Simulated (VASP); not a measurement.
The system is Rh.

```xyz
2
Lattice="2.7310 0.0000 0.0000 -1.3655 2.3651 0.0000 0.0000 0.0000 4.4285" Properties=species:S:1:pos:R:3 pbc="T T T"
Rh    1.3655    0.7884    3.3214
Rh    0.0000    1.5767    1.1071
```

Base run:

```yaml
Program: VASP 6.6.1
Functional: LDA
Potentials_or_basis: VASP PAW LDA potentials, release 64 (Rh_pv)
Cutoff: 520 eV
k_mesh: 12 × 12 × 6
Occupations: methfessel-paxton, width 0.1 eV
Spin: no spin polarisation
```

Its results: band gap on the k mesh zero (band 15 reaches 11.67 eV, above the bottom of band 16 at 9.40 eV); pressure -18.9 GPa.

The run is repeated on the same cell with these changes: k mesh from 12 × 12 × 6 to 7 × 7 × 4. What comes out?

Band gap on the k mesh zero (band 15 reaches 11.53 eV, above the bottom of band 16 at 9.54 eV); pressure -19.6 GPa.

Caveats: some runs use coarse meshes.
